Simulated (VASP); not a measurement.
# Cs4Sn (Pm-3m) in VASP: a series of runs

The runs below take Cs4Sn through single point, relaxation of cell and atoms, with PBE.

Everything below comes from runs of VASP 6.6.1. Logs are shortened: lines on timing, memory, paths and dates and some standing lists are left out, and cuts for length are marked.

**1. The cell of the first run**

Symmetry: Pm-3m, No. 221, cubic system. Conventional cell: a = 6.234 Å, b = 6.234 Å, c = 6.234 Å, α = 90.00°, β = 90.00°, γ = 90.00°. Cs (site symmetry m-3m) has 12 Cs at 4.41 Å and 8 Sn at 5.40 Å within 5.8 Å. Cs (site symmetry 4/mmm) has 2 Sn at 3.12 Å within 4.1 Å. Within 4.1 Å of Sn (site symmetry m-3m) lie 6 Cs at 3.12 Å.

The cell was generated, and may not be a known phase.

**2. Single point, PBE**

Input file INCAR:

```
PREC = Accurate
ENCUT = 520
EDIFF = 1E-7
ISMEAR = 0
SIGMA = 0.1
LREAL = False
LASPH = True
NELM = 80
ALGO = Normal
ISIF = 2
LWAVE = False
LCHARG = False
GGA = PE
NBANDS = 33
```

Input file KPOINTS:

```
Automatic mesh
0
Gamma
  4 4 4
```

Input file POSCAR:

```
Cs4Sn
1.0
    6.2340475500      0.0000000000      0.0000000000
    0.0000000000      6.2340475500      0.0000000000
    0.0000000000      0.0000000000      6.2340475500
Cs Sn
4 1
Direct
    0.0000000000      0.0000000000      0.0000000000
    0.5000000000      0.5000000000      0.0000000000
    0.5000000000      0.0000000000      0.5000000000
    0.0000000000      0.5000000000      0.5000000000
    0.5000000000      0.5000000000      0.5000000000
```

Potentials or basis: VASP PAW PBE potentials, release 64 (Cs_sv, Sn_d).

Command:

```sh
> cat potpaw_PBE.64/Cs_sv/POTCAR potpaw_PBE.64/Sn_d/POTCAR > POTCAR
> mpirun -np 1 vasp_std > vasp.out
```

OUTCAR:

```text
PREC = Accurate
   ENCUT = 520
   EDIFF = 1E-7
   ISMEAR = 0
   LREAL = False
   LASPH = True
   NELM = 80
   ISIF = 2
   GGA = PE

 ion  position               nearest neighbor table
   1  0.000  0.000  0.000-
   2  0.500  0.500  0.000-   5 3.12   5 3.12
   3  0.500  0.000  0.500-   5 3.12   5 3.12
   4  0.000  0.500  0.500-   5 3.12   5 3.12
   5  0.500  0.500  0.500-   2 3.12   3 3.12   4 3.12   2 3.12   3 3.12   4 3.12

  LATTYP: Found a simple cubic cell.
 ALAT       =     6.2340475500

  Lattice vectors:

 A1 = (   6.2340475500,   0.0000000000,   0.0000000000)
 A2 = (   0.0000000000,   6.2340475500,   0.0000000000)
 A3 = (   0.0000000000,   0.0000000000,   6.2340475500)

Analysis of symmetry for initial positions (statically):
=====================================================================
 Subroutine PRICEL returns:
 Original cell was already a primitive cell.

 Routine SETGRP: Setting up the symmetry group for a
 simple cubic supercell.

 Subroutine GETGRP returns: Found 48 space group operations
 (whereof 48 operations were pure point group operations)
 out of a pool of 48 trial point group operations.

The static configuration has the point symmetry O_h .

Analysis of symmetry for dynamics (positions and initial velocities):
=====================================================================
 Subroutine PRICEL returns:
 Original cell was already a primitive cell.

 Routine SETGRP: Setting up the symmetry group for a
 simple cubic supercell.

 Subroutine GETGRP returns: Found 48 space group operations
 (whereof 48 operations were pure point group operations)
 out of a pool of 48 trial point group operations.

The dynamic configuration has the point symmetry O_h .

 Subroutine INISYM returns: Found 48 space group operations
 (whereof 48 operations are pure point group operations),
 and found     1 'primitive' translations

----------------------------------------------------------------------------------------

                                     Primitive cell

  volume of cell :     242.2760

  direct lattice vectors                    reciprocal lattice vectors
     6.234047550  0.000000000  0.000000000     0.160409428  0.000000000  0.000000000
     0.000000000  6.234047550  0.000000000     0.000000000  0.160409428  0.000000000
[... 74 lines left out ...]
   ENCUT  =  520.0 eV  38.22 Ry    6.18 a.u.  11.59 11.59 11.59*2*pi/ulx,y,z
   NELM   =     80;   NELMIN=  2; NELMDL= -5     # of ELM steps
   EDIFF  = 0.1E-06   stopping-criterion for ELM
   LREAL  =      F    real-space projection
   EDIFFG = 0.1E-05   stopping-criterion for IOM
   NSW    =      0    number of steps for IOM
   IBRION =     -1    ionic relax: 0-MD 1-quasi-New 2-CG
   NFREE  =      0    steps in history (QN), initial steepest desc. (CG)
   ISIF   =      2    stress and relaxation
   ISYM   =      2    0-nonsym 1-usesym 2-fastsym
   POTIM  = 0.5000    time-step for ionic-motion
   TEBEG  =    0.0;   TEEND  =   0.0 temperature during run
   PSTRESS=    0.0 pullay stress
   NELECT =      50.0000    total number of electrons
   NUPDOWN=      -1.0000    fix difference up-down
   EMIN   =  10.00;   EMAX   =-10.00  energy-range for DOS
   EFERMI =   0.00;   METHOD = LEGACY
   ISMEAR =     0;   SIGMA  =   0.10  broadening in eV -4-tet -1-fermi 0-gaus
   EFERMI_NEDOS =   21; number of points for ismear=-14 and -15
   IALGO  =     38    algorithm
   IMIX   =      4    mixing-type and parameters
     AMIX     =   0.40;   BMIX     =  1.00
     AMIX_MAG =   1.60;   BMIX_MAG =  1.00
  volume/ion in A,a.u.               =      48.46       326.99
  Fermi-wavevector in a.u.,A,eV,Ry     =   0.967449  1.828213 12.734474  0.935957
  Thomas-Fermi vector in A             =   2.097336
   LORBIT       =      0    0 simple, 1 ext, 2 COOP (PROOUT), +10 PAW based schemes
   GGA     = PE    functional components
   LHFCALC =     F    Hartree Fock is set to
   AEXX    =    0.0000 exact exchange contribution
   IVDW    =     0    specifies the selected vdW correction
   LEPSILON=     F    determine dielectric tensor
   LRPA    =     F    only Hartree local field effects (RPA)
 non-spin polarized calculation
 Gauss-broadening in eV      SIGMA  =   0.10
  energy-cutoff  :      520.00
  volume of cell :      242.28
 maximum number of plane-waves:      6619
 NGX is ok and might be reduce to    48
   NGX = 23   NGY = 23   NGZ = 23

 number of electron      49.9999981 magnetization

 Free energy of the ion-electron system (eV)
  ---------------------------------------------------
  ext. energy  EPLUGINS =         0.00000000
  ---------------------------------------------------
  free energy    TOTEN  =        -3.45076691 eV

  energy without entropy =       -3.41319030  energy(sigma->0) =       -3.43197861

 E-fermi :   3.5401     XC(G=0):  -7.9116

 val. band max:        3.5210186038   @ k =   0.5000   0.0000   0.0000
 cond. band min:       3.5509212652   @ k =   0.2500   0.0000   0.0000
 fundamental gap:      0.0299026614
 Fermi energy:         3.5400630492

 k-point     1 :       0.0000    0.0000    0.0000
  band No.  band energies     occupation
      1     -20.5209      2.00000
      2     -19.5939      2.00000
      3     -19.5074      2.00000
      4     -19.5074      2.00000
      5     -17.5845      2.00000
      6     -17.5845      2.00000
[... 349 lines left out ...]
     32       5.7900      0.00000
     33       6.0227      0.00000

------------------------ aborting loop because EDIFF is reached ----------------------------------------

  FORCE on cell =-STRESS in cart. coord.  units (eV):
  Direction    XX          YY          ZZ          XY          YZ          ZX
  --------------------------------------------------------------------------------------
  -------------------------------------------------------------------------------------
  Total       13.3530766     13.3530766     13.3530766      0.0000000      0.0000000     -0.0000000
  in kB       88.3042473     88.3042473     88.3042473      0.0000000      0.0000000     -0.0000000
  external PRESSURE =      88.3042473 kB  Pullay stress =       0.0000000 kB

 VOLUME and BASIS-vectors are now :
 -----------------------------------------------------------------------------
  energy-cutoff  :      520.00
  volume of cell :      242.28
      direct lattice vectors                 reciprocal lattice vectors
     6.234047550  0.000000000  0.000000000     0.160409428  0.000000000  0.000000000
     0.000000000  6.234047550  0.000000000     0.000000000  0.160409428  0.000000000
     0.000000000  0.000000000  6.234047550     0.000000000  0.000000000  0.160409428

 POSITION                                       TOTAL-FORCE (eV/Angst)
 -----------------------------------------------------------------------------------
      0.00000      0.00000      0.00000         0.000000      0.000000      0.000000
      3.11702      3.11702      0.00000         0.000000      0.000000      0.000000
      3.11702      0.00000      3.11702         0.000000      0.000000      0.000000
      0.00000      3.11702      3.11702         0.000000      0.000000      0.000000
      3.11702      3.11702      3.11702         0.000000      0.000000      0.000000
 -----------------------------------------------------------------------------------
    total drift:                                0.000000     -0.000000     -0.000000

  FREE ENERGIE OF THE ION-ELECTRON SYSTEM (eV)
  ---------------------------------------------------
  free  energy   TOTEN  =        -3.4507669107 eV

  energy  without entropy=       -3.4131903041  energy(sigma->0) =       -3.43197861
```

OSZICAR:

```text
N       E                     dE             d eps       ncg     rms          rms(c)
DAV:   1     0.460219672770E+03    0.46022E+03   -0.20962E+04   660   0.142E+03
DAV:   2     0.597193646294E+02   -0.40050E+03   -0.38322E+03   766   0.314E+02
DAV:   3    -0.316802078394E+01   -0.62887E+02   -0.61383E+02   795   0.133E+02
DAV:   4    -0.620400141708E+01   -0.30360E+01   -0.29899E+01   807   0.344E+01
DAV:   5    -0.627401367081E+01   -0.70012E-01   -0.69895E-01   807   0.479E+00    0.536E+00
DAV:   6    -0.347222770610E+01    0.28018E+01   -0.11094E+01   877   0.162E+01    0.144E+00
DAV:   7    -0.346169294640E+01    0.10535E-01   -0.81263E-01   798   0.415E+00    0.782E-01
DAV:   8    -0.345262459612E+01    0.90684E-02   -0.83393E-02   812   0.237E+00    0.304E-01
DAV:   9    -0.345131049081E+01    0.13141E-02   -0.17172E-02   935   0.586E-01    0.157E-01
DAV:  10    -0.345077672655E+01    0.53376E-03   -0.38763E-03   800   0.279E-01    0.487E-02
DAV:  11    -0.345076263953E+01    0.14087E-04   -0.39184E-04   830   0.965E-02    0.213E-02
DAV:  12    -0.345077044490E+01   -0.78054E-05   -0.39350E-05   866   0.303E-02    0.919E-03
DAV:  13    -0.345076651469E+01    0.39302E-05   -0.10728E-05   839   0.127E-02    0.280E-03
DAV:  14    -0.345076694567E+01   -0.43099E-06   -0.12521E-06   832   0.653E-03    0.113E-03
DAV:  15    -0.345076691070E+01    0.34970E-07   -0.18779E-07   586   0.168E-03
   1 F= -.34507669E+01 E0= -.34319786E+01  d E =-.375766E-01
```

Wall time 94 s (1 thread of Oxide Virtual Turin-like, shared host); peak memory 0.31 GiB.

Results:

- Free energy: -3.4508 eV
- Pressure: 8.8 GPa
- Band gap on the k mesh: zero (bands 25 and 26 overlap by 0.39 eV)

Caveat: the cell stands under pressure; spin-orbit coupling is left out, which moves the levels of the heavy elements.

**3. Single point, PBE**

This run uses another cell than the first one, of 91.79 Å³/atom.

Input file INCAR:

```
ALGO = Fast
EDIFF = 1E-7
ENCUT = 520
GGA = PE
ISIF = 2
ISMEAR = 0
LASPH = True
LCHARG = False
LREAL = False
LWAVE = False
NBANDS = 33
NELM = 80
PREC = Accurate
SIGMA = 0.1
```

Input file KPOINTS:

```
k-points
0
Gamma
  4 4 4
```

Changes to POSCAR since step 2:

```diff
@@ -2,5 +2,5 @@
 1.0
-    6.2340475500      0.0000000000      0.0000000000
-    0.0000000000      6.2340475500      0.0000000000
-    0.0000000000      0.0000000000      6.2340475500
+    7.7136399955      0.0000000000      0.0000000000
+    0.0000000000      7.7136399955      0.0000000000
+    0.0000000000      0.0000000000      7.7136399955
 Cs Sn
```

Potentials or basis: VASP PAW PBE potentials, release 64 (Cs_sv, Sn_d).

Command:

```sh
> cat potpaw_PBE.64/Cs_sv/POTCAR potpaw_PBE.64/Sn_d/POTCAR > POTCAR
> mpirun -np 1 vasp_std > vasp.out
```

Run time: 5.1 min. Hardware: 1 thread of Oxide Virtual Turin-like, shared host; peak memory 0.52 GiB.

Results (log left out):

```
Free energy            : -6.9799 eV
Pressure               : 0.0 GPa
Band gap on the k mesh : zero (bands 25 and 26 overlap by 0.20 eV)
```

Levels at points of the mesh, in eV from the Fermi level:
| k point | band 21 | band 22 | band 23 | band 24 | band 25 | band 26 | band 27 | band 28 | band 29 | band 30 |
| --- | --- | --- | --- | --- | --- | --- | --- | --- | --- | --- |
| (0.00, 0.00, 0.00) | -9.86 | -6.35 | -1.11 | 0.17 | 0.17 | 0.17 | 0.49 | 0.49 | 1.27 | 1.27 |
| (0.50, 0.00, 0.00) | -9.86 | -6.19 | -1.03 | -0.03 | 0.04 | 0.04 | 0.10 | 0.92 | 1.48 | 1.48 |
| (0.50, 0.50, 0.00) | -9.81 | -6.04 | -0.85 | -0.85 | -0.06 | -0.04 | 0.82 | 0.82 | 0.85 | 1.53 |
| (0.50, 0.50, 0.50) | -9.81 | -5.89 | -0.90 | -0.90 | -0.90 | 0.10 | 0.99 | 0.99 | 0.99 | 1.28 |

Caveat: spin-orbit coupling is left out, which moves the levels of the heavy elements.

**4. Single point, PBE**

This run uses another cell than the first one, of 91.79 Å³/atom.

Input file INCAR:

```
SYSTEM = Cs4Sn
PREC = Accurate ; ENCUT = 520
EDIFF = 1E-6 ; ISMEAR = 0
SIGMA = 0.1 ; LREAL = .FALSE.
LASPH = .TRUE. ; NELM = 100
ALGO = Fast ; ISIF = 2
LWAVE = .FALSE. ; LCHARG = .FALSE.
GGA = PE ; NBANDS = 33
```

Input file KPOINTS:

```
Automatic mesh
0
G
  6 6 6
  0 0 0
```

POSCAR is that of step 3.

Command:

```sh
> cat potpaw_PBE.64/Cs_sv/POTCAR potpaw_PBE.64/Sn_d/POTCAR > POTCAR
> mpirun -np 1 vasp_std > vasp.out
```

Wall time 8.5 min (1 thread of Oxide Virtual Turin-like, shared host); peak memory 0.6 GiB.

It converged, with:

```
Free energy            : -6.9821 eV
Pressure               : 0.0 GPa
Band gap on the k mesh : zero (bands 25 and 26 overlap by 0.20 eV)
```

Levels at points of the mesh, in eV from the Fermi level:
```csv
k point,band 22,band 23,band 24,band 25,band 26,band 27,band 28,band 29
"(0.00, 0.00, 0.00)",-6.33,-1.10,0.19,0.19,0.19,0.49,0.49,1.27
"(0.50, 0.00, 0.00)",-6.17,-1.02,-0.02,0.06,0.06,0.11,0.93,1.49
"(0.50, 0.50, 0.00)",-6.02,-0.83,-0.83,-0.05,-0.02,0.83,0.83,0.86
"(0.50, 0.50, 0.50)",-5.87,-0.88,-0.88,-0.88,0.11,1.00,1.00,1.00
```

Caveat: spin-orbit coupling is left out, which moves the levels of the heavy elements.

**5. Relaxation of cell and atoms, PBE**

Input file INCAR:

```
  PREC = Accurate
  ENCUT = 600
  EDIFF = 1E-6
  ISMEAR = 0
  SIGMA = 0.1
  LREAL = F
  LASPH = T
  NELM = 60
  ALGO = Normal
  ISIF = 3
  LWAVE = F
  LCHARG = F
  GGA = PE
  IBRION = 2
  NSW = 90
  EDIFFG = -0.04
```

Input file KPOINTS:

```
regular mesh
0
Gamma
  4 4 4
```

Changes to POSCAR since step 4:

```diff
@@ -2,5 +2,5 @@
 1.0
-    7.7136399955      0.0000000000      0.0000000000
-    0.0000000000      7.7136399955      0.0000000000
-    0.0000000000      0.0000000000      7.7136399955
+    6.2340475500      0.0000000000      0.0000000000
+    0.0000000000      6.2340475500      0.0000000000
+    0.0000000000      0.0000000000      6.2340475500
 Cs Sn
```

Command:

```sh
> cat potpaw_PBE.64/Cs_sv/POTCAR potpaw_PBE.64/Sn_d/POTCAR > POTCAR
> mpirun -np 1 vasp_std > vasp.out
```

Wall time 8.3 min (1 thread of Oxide Virtual Turin-like, shared host); peak memory 0.36 GiB.

The run converged. Its results:

```
Free energy                           : -6.9627 eV
Relaxed volume                        : 92.02 Å³/atom
Relaxed cell                          : a = 7.720 Å, b = 7.720 Å, c = 7.720 Å, α = 90.00°, β = 90.00°, γ = 90.00°
Space group after relaxing (to 0.1 Å) : Pm-3m (No. 221)
Energy gained by relaxing             : 702.4 meV/atom
Ionic steps                           : 6
Pressure after relaxing               : 0.0 GPa
Band gap on the k mesh                : zero (bands 25 and 26 overlap by 0.20 eV)
```

The path:
```tsv
step	energy change (eV)	largest force (eV/Å)	pressure (GPa)	volume (Å³)
1	0.0000	0.0000	8.84	242.28
2	-3.0012	0.0000	1.84	348.61
3	-3.4017	0.0000	0.69	402.35
4	-3.4199	0.0000	-0.41	525.85
5	-3.5097	0.0000	-0.07	469.29
6	-3.5118	0.0000	0.00	460.11
```

Final structure:
```yaml
crystal:
  lattice:
    - [7.72005, 0.00000, 0.00000]
    - [0.00000, 7.72005, 0.00000]
    - [0.00000, 0.00000, 7.72005]
  atoms:
    - { symbol: Cs, position: [0.00000, 0.00000, 0.00000] }
    - { symbol: Cs, position: [0.50000, 0.50000, 0.00000] }
    - { symbol: Cs, position: [0.50000, 0.00000, 0.50000] }
    - { symbol: Cs, position: [0.00000, 0.50000, 0.50000] }
    - { symbol: Sn, position: [0.50000, 0.50000, 0.50000] }
```

Levels at points of the mesh, in eV from the Fermi level:
```tsv
k point	band 22	band 23	band 24	band 25	band 26	band 27	band 28	band 29
(0.00, 0.00, 0.00)	-6.35	-1.10	0.16	0.16	0.16	0.49	0.49	1.27
(0.50, 0.00, 0.00)	-6.19	-1.03	-0.03	0.04	0.04	0.10	0.92	1.48
(0.50, 0.50, 0.00)	-6.04	-0.84	-0.84	-0.06	-0.04	0.82	0.82	0.85
(0.50, 0.50, 0.50)	-5.89	-0.89	-0.89	-0.89	0.10	0.99	1.28	1.28
```

Caveat: the volume moved by over 15 % at a fixed basis, so the end points are rough; spin-orbit coupling is left out, which moves the levels of the heavy elements.

**6. Summary**

| task | cell | k mesh | cutoff (eV) | gap on the mesh (eV) | pressure (GPa) |
| --- | --- | --- | --- | --- | --- |
| single point | a = 6.234 Å, 5 atoms | 4 × 4 × 4 | 520 | none | 8.8 |
| single point | a = 7.714 Å, 5 atoms | 4 × 4 × 4 | 520 | none | 0.0 |
| single point | a = 7.714 Å, 5 atoms | 6 × 6 × 6 | 520 | none | 0.0 |
| relaxation of cell and atoms | relaxed from a = 6.234 Å, 5 atoms | 4 × 4 × 4 | 600 | none | 0.0 |

Alike in all rows: level PBE; potentials or basis VASP PAW PBE potentials, release 64 (Cs_sv, Sn_d); no spin polarisation; smearing gaussian 0.1 eV.

Caveats: spin-orbit coupling is left out, which moves the levels of the heavy elements; the cell stands under pressure (at least some runs); the volume moved by over 15 % at a fixed basis, so the end points are rough (at least some runs).

Total energies depend on the potentials used, so only differences within one code and one set of settings carry meaning.

The gap in the log of VASP goes by the Fermi energy; the results here count the filled bands.